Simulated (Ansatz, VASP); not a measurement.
One calculation of MnO, two programs

```
Mn O
1.0
     3.02957   -1.75066    0.00000
     3.02957    1.75066    0.00000
    -2.02355    0.00000    2.86543
Mn O
1 1
Direct
  0.50020 0.50020 0.50067
  0.74980 0.74980 0.24934
```

Alike in both runs: task single point; functional r2SCAN; k mesh 9 × 9 × 9; occupations fermi-dirac, width 0.05 eV; collinear spin.

|  | VASP | Ansatz |
| --- | --- | --- |
| version | VASP 6.6.1 | Ansatz 0.2.0 |
| potentials or method | VASP PAW PBE potentials, release 64 (Mn_pv, O) | Ansatz PAW |
| plane-wave cutoff (eV) | 520 | 500 |
| valence electrons in the cell | 19 | 21 |

|  | VASP | Ansatz | Ansatz less VASP |
| --- | --- | --- | --- |
| pressure (GPa) | -11.0 | -11.4 | -0.32 |
| traceless stress, the component that is largest in VASP (GPa) | -0.15 | -0.15 | -0.001 |
| net moment per atom (μB) | 2.50 | 2.50 | 0.000 |
| size of the moment on the site where the two differ most (μB) | 4.53 | 4.16 | -0.366 |

VASP's potentials were made for PBE, not for r2SCAN. Site moments also hang on the region over which each program counts them. VASP's potentials hold 19 valence electrons a cell and Ansatz's 21, so a difference there can come from the potentials and not from the codes.

Noted on Ansatz's run: the magnetic or orbital state may not be the lowest.
